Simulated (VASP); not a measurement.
HfC2:

```xyz
3
Lattice="0.0000 3.0095 3.0095 3.0095 0.0000 3.0095 3.0095 3.0095 0.0000" Properties=species:S:1:pos:R:3 pbc="T T T"
Hf    3.0095    3.0095    3.0095
C     4.5142    4.5142    4.5142
C     1.5047    1.5047    1.5047
```

```yaml
Program: VASP 6.6.1
Task: relaxation of cell and atoms
Functional: PBE
Potentials_or_basis: VASP PAW PBE potentials, release 64 (Hf_pv, C)
Cutoff: 600 eV
k_mesh: 6 × 6 × 6
Occupations: gaussian, width 0.1 eV
Spin: no spin polarisation
```

At the start: pressure -31.0 GPa; volume 18.17 Å³/atom.

Q: Where does the relaxation end?

A: Over 5 steps the energy falls by 762.9 meV/atom and the volume is 12.50 Å³/atom (-31.2 %); space group Fm-3m (No. 225, to 0.05 Å).

Step by step:
```tsv
step	energy change (eV)	largest force (eV/Å)	pressure (GPa)	volume (Å³)
1	0.0000	0.0000	-30.96	54.51
2	-1.5348	0.0000	45.17	31.24
3	-2.2882	0.0000	-0.89	37.58
4	-2.2885	0.0000	0.52	37.29
5	-2.2886	0.0000	-0.46	37.49
```

Final structure:
```
Hf C
1.0
     0.00000    2.65651    2.65651
     2.65651    0.00000    2.65651
     2.65651    2.65651    0.00000
Hf C
1 2
Direct
  0.50000 0.50000 0.50000
  0.75000 0.75000 0.75000
  0.25000 0.25000 0.25000
```

Caveat: the volume moved by over 15 % at a fixed basis, so the end points are rough.
